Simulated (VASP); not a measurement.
## ZnS: single point with LDA

**The experiment to reproduce.**

From “Electronic, vibrational, and thermodynamic properties of ZnS (zincblende and rocksalt structure)”, 2009, arxiv:0911.5022, for a bulk crystal of ZnS at 19 K: band gap 3.85 eV (direct).

The system is ZnS.

```
CELL_PARAMETERS angstrom
0.00000 2.64845 2.64845
2.64845 0.00000 2.64845
2.64845 2.64845 0.00000
ATOMIC_POSITIONS crystal
Zn 0.25000 0.25000 0.25000
S 0.00000 0.00000 0.00000
```

```json
{"Program": "VASP 6.6.1", "Task": "single point", "Functional": "LDA", "Potentials or basis": "VASP PAW LDA potentials, release 64 (Zn, S)", "Cutoff": "520 eV", "k mesh": "8 × 8 × 8", "Occupations": "fermi-dirac, width 0.02 eV", "Spin": "no spin polarisation", "Dipole correction": "no", "Further INCAR settings": "ALGO = Normal; EDIFF = 1e-07; NBANDS = 16"}
```

The pressure is 0.3 GPa and the band gap on the k mesh is 2.16 eV, direct.

Levels at points of the mesh, in eV from the valence-band top:
```tsv
k point	band 6	band 7	band 8	band 9	band 10	band 11	band 12	band 13
(0.00, 0.00, 0.00)	-6.20	0.00	0.00	0.00	2.16	6.21	6.21	6.21
(0.50, 0.00, 0.00)	-5.98	-5.78	-0.97	-0.97	3.23	6.76	6.76	8.85
(0.50, 0.50, 0.00)	-5.96	-4.91	-2.47	-2.47	3.06	3.89	11.16	12.20
```

It took 9.1 s on 1 thread of Intel(R) Xeon(R) 6975P-C (Granite Rapids), on a shared host, peak memory 0.14 GiB.

A measured gap of ZnS is 3.85 eV (direct; 19 K; quoted in “Electronic, vibrational, and thermodynamic properties of ZnS (zincblende and rocksalt structure)”, 2009, arxiv:0911.5022); the calculated 2.16 eV misses it by -1.69 eV. The value is that of LDA, without temperature or zero-point motion. Semilocal functionals fall short of measured gaps as a rule.
